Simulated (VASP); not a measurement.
A run of VASP 6.6.1 is set up as follows.

File INCAR:

```
SYSTEM = PbS
PREC = Accurate
ENCUT = 520
EDIFF = 1E-6
ISMEAR = -1
SIGMA = 0.05
LREAL = .False.
LASPH = .True.
NELM = 60
ALGO = Normal
ISIF = 2
LWAVE = .False.
LCHARG = .True.
GGA = PS
LELF = .True.
LVHAR = .True.
NBANDS = 17
```

Contents of KPOINTS:

```
regular mesh
0
Gamma
  8 8 8
  0 0 0
```

POSCAR

```
PbS
1.0
    2.1126617058      1.2197458045      3.4519162518
   -2.1126617058      1.2197458045      3.4519162518
    0.0000000000     -2.4394916091      3.4519162518
Pb S
1 1
Direct
    0.9805657800      0.9805657800      0.9805657800
    0.4750355500      0.4750355500      0.4750355500
```

Potentials or basis: VASP PAW PBE potentials, release 64 (Pb_d, S).

Run with:

```bash
$ cat potpaw_PBE.64/Pb_d/POTCAR potpaw_PBE.64/S/POTCAR > POTCAR
$ mpirun -np 1 vasp_std > vasp.out
```

What does it give for the band gap on the k mesh?

0.35 eV.

What does it give for the pressure?

-2.1 GPa.

Estimate the largest force.

0.008 eV/Å.

Forces on the atoms (eV/Å):
```
Pb   0.000  0.000 -0.008
S    0.000  0.000  0.008
```

Caveat: the PAW data sets were made with another functional, which shifts forces and pressure a little; spin-orbit coupling is left out, which moves the levels of the heavy elements. A k mesh can miss the band edges.
